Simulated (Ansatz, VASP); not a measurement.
## Ba in VASP and in Ansatz

INCAR

```
SYSTEM = Ba
ALGO     = Normal         ! electronic algorithm
EDIFF    = 1E-6           ! SCF threshold, eV
ENCUT    = 520            ! plane-wave cutoff, eV
GGA      = PS             ! functional
ISIF     = 2              ! what is computed and relaxed
ISMEAR   = -1             ! smearing method
LASPH    = .TRUE.         ! aspherical terms in the spheres
LCHARG   = .FALSE.        ! write CHGCAR
LREAL    = .FALSE.        ! projectors in reciprocal space
LWAVE    = .FALSE.        ! write WAVECAR
NBANDS   = 11             ! bands
NELM     = 80             ! most SCF steps
PREC     = Accurate       ! precision mode
SIGMA    = 0.08           ! smearing width, eV
```

The input KPOINTS:

```
k-points
0
G
  12 12 12
  0 0 0
```

POSCAR

```
Ba
1.0
    0.0000000000      3.0812070632      3.0812070632
    3.0812070632      0.0000000000      3.0812070632
    3.0812070632      3.0812070632      0.0000000000
Ba
1
Direct
    0.0000000000      0.0000000000      0.0000000000
```

Input for Ansatz:

```yaml
crystal:
  lattice:
    - [0.0, 3.0812070632, 3.0812070632]
    - [3.0812070632, 0.0, 3.0812070632]
    - [3.0812070632, 3.0812070632, 0.0]
  atoms:
    - { symbol: Ba, position: [0.0, 0.0, 0.0] }
kpoints:
  mp_grid: { grid: [12, 12, 12] }
  band_path:
    path:
      - [0.0, 0.0, 0.0]
      - [0.5, 0.0, 0.5]
      - [0.625, 0.25, 0.625]
      - [0.375, 0.375, 0.75]
      - [0.0, 0.0, 0.0]
      - [0.5, 0.5, 0.5]
      - [0.5, 0.25, 0.75]
      - [0.5, 0.0, 0.5]
    npoints: 8
scf:
  occupations: { method: fermi_dirac, width: 0.08 }
hamiltonian:
  xc: pbesol
  pseudopotentials: { kind: paw }
output:
  forces: true
  stress: true
  eigenvalues: true
  populations: true
  dos: { projected: true, de: 0.2, e_range: [-14, 8] }
  write_density: true
  write_potential: true
  elf: true
  volumetric_format: npy
```

Change from the starting cell: volume scaled by 1, PAW files.

Alike in both runs: task single point; functional PBEsol; k mesh 12 × 12 × 12; occupations fermi-dirac, width 0.08 eV; no spin polarisation.

|  | VASP | Ansatz |
| --- | --- | --- |
| version | VASP 6.6.1 | Ansatz 0.2.0 |
| potentials or method | VASP PAW PBE potentials, release 64 (Ba_sv) | PAW with Ansatz's default frozen-core files, scalar-relativistic |
| plane-wave cutoff (eV) | 520 | 420 |
| valence electrons in the cell | 10 | 10 |

```csv
,VASP,Ansatz,Ansatz less VASP
pressure (GPa),0.1,0.0,-0.08
```

VASP's potentials were made for PBE, not for PBEsol. With one functional, cell and mesh, what is left measures potentials, basis and numerics.

Spin-orbit coupling is off throughout.
